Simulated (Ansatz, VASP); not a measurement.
**One calculation of Ga, two programs**

```
Ga
1.0
     2.78112   -0.13493   -0.06729
    -0.26104    5.27419    0.83208
    -0.14672    0.85583    5.37441
Ga
4
Direct
  0.16005 0.91700 0.00862
  0.34521 0.08265 0.49134
  0.64755 0.41847 0.00773
  0.84718 0.58189 0.49230
```

Change from the starting cell: cell x4, atoms moved at random (sigma 0.15 Å) and cell strained at random (1.5 %), then relaxed without symmetry.

Alike in both runs: functional PBE; k mesh 8 × 4 × 4; occupations gaussian, width 0.2 eV; no spin polarisation.

Ansatz relaxed the structure, and its values are those at the end. VASP's run is a single point on that final structure, the one shown.

|  | VASP | Ansatz |
| --- | --- | --- |
| version | VASP 6.6.1 | Ansatz 0.2.0 |
| potentials or method | VASP PAW PBE potentials, release 64 (Ga_d), cutoff 520 eV | scalar-relativistic, plane waves, PAW |
| valence electrons in the cell | 52 | 52 |

VASP gave:

| Quantity | Value |
| --- | --- |
| gap on the k mesh at the Fermi level (eV) | none |
| pressure (GPa) | -0.1 |
| rms of the force components (eV/Å) | 0.008 |

Problem. What did Ansatz give for the same quantities?

Solution. gap on the k mesh at the Fermi level (eV): none; pressure (GPa): 0.0; rms of the force components (eV/Å): 0.008.

A gap of «none» marks a metal or a gap that the smearing closes.
